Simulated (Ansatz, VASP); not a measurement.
One calculation of MgBPS4, two programs

```
Mg B P S
1.0
     0.00000    4.66210    4.66210
     4.66210    0.00000    4.66210
     4.66210    4.66210    0.00000
Mg B P S
1 1 1 4
Direct
  0.25000 0.25000 0.25000
  0.75000 0.75000 0.75000
  0.50000 0.50000 0.50000
  0.10759 0.63080 0.63080
  0.63080 0.10759 0.63080
  0.63080 0.63080 0.10759
  0.63080 0.63080 0.63080
```

Alike in both runs: functional PBE; k mesh 8 × 8 × 8; occupations gaussian, width 0.1 eV; no spin polarisation.

Ansatz relaxed the structure, and its values are those at the end. VASP's run is a single point on that final structure, the one shown.

```csv
,VASP,Ansatz
version,VASP 6.6.1,Ansatz 0.2.0
potentials or method,"VASP PAW PBE potentials, release 64 (Mg, B, P, S), cutoff 520 eV","scalar-relativistic, plane waves, PAW"
valence electrons in the cell,34,42
```

|  | VASP | Ansatz | Ansatz less VASP |
| --- | --- | --- | --- |
| gap on the k mesh at the Fermi level (eV) | none | none | - |
| pressure (GPa) | -0.2 | 0.0 | +0.18 |
| rms of the force components (eV/Å) | 0.014 | 0.000 | -0.0135 |

A gap of «none» marks a metal or a gap that the smearing closes. VASP's potentials hold 34 valence electrons a cell and Ansatz's 42, so a difference there can come from the potentials and not from the codes.
